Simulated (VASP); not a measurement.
Set up this calculation in VASP 6.6.1, as the native input.

```yaml
Task: single point
Functional: PBE
Dispersion: D3(BJ)
Potentials_or_basis: VASP PAW PBE potentials, release 64 (S, W_sv)
Cutoff: 520 eV
k_mesh: 9 × 9 × 1
Occupations: gaussian, width 0.05 eV
Spin: no spin polarisation
Dipole_correction: yes
Further_INCAR_settings: ALGO = Normal; EDIFF = 1e-06; NBANDS = 35
```

The structure of WS2 lies in POSCAR:

```
WS2
1.0
    3.1595457497      0.0000000000      0.0000000000
   -1.5797728749      2.7362468836      0.0000000000
    0.0000000000      0.0000000000     23.8042575719
S W
4 2
Direct
    0.3333333333      0.6666666667      0.1890418126
    0.3333333333      0.6666666667      0.3214605103
    0.3333333333      0.6666666667      0.4668126596
    0.3333333333      0.6666666667      0.5992313572
    0.6666666667      0.3333333333      0.2552511581
    0.6666666667      0.3333333333      0.5330220050
```

One way to write it, as run:

INCAR

```
ALGO = Normal
DIPOL = 0.5 0.5 0.394
EDIFF = 1E-6
ENCUT = 520
GGA = PE
IDIPOL = 3
ISIF = 2
ISMEAR = 0
IVDW = 12
LASPH = T
LCHARG = F
LDIPOL = T
LREAL = F
LWAVE = F
NBANDS = 35
NELM = 100
PREC = Accurate
SIGMA = 0.05
```

KPOINTS

```
k-points
0
Gamma
  9 9 1
```

Potentials or basis: VASP PAW PBE potentials, release 64 (S, W_sv).

Launch:

```bash
$ cat potpaw_PBE.64/S/POTCAR potpaw_PBE.64/W_sv/POTCAR > POTCAR
$ mpirun -np 1 vasp_std > vasp.out
```

It gave:

```
Largest force              : 0.058 eV/Å
Band gap on the k mesh     : 1.71 eV (least direct gap 1.90 eV)
Dispersion energy per atom : -0.352 eV
```

Caveat: spin-orbit coupling is left out, which moves the levels of the heavy elements.

It took 97 s on 1 thread of Intel(R) Xeon(R) Platinum 8259CL CPU @ 2.50GHz (Skylake/Cascade Lake) (shared host), peak memory 0.34 GiB.
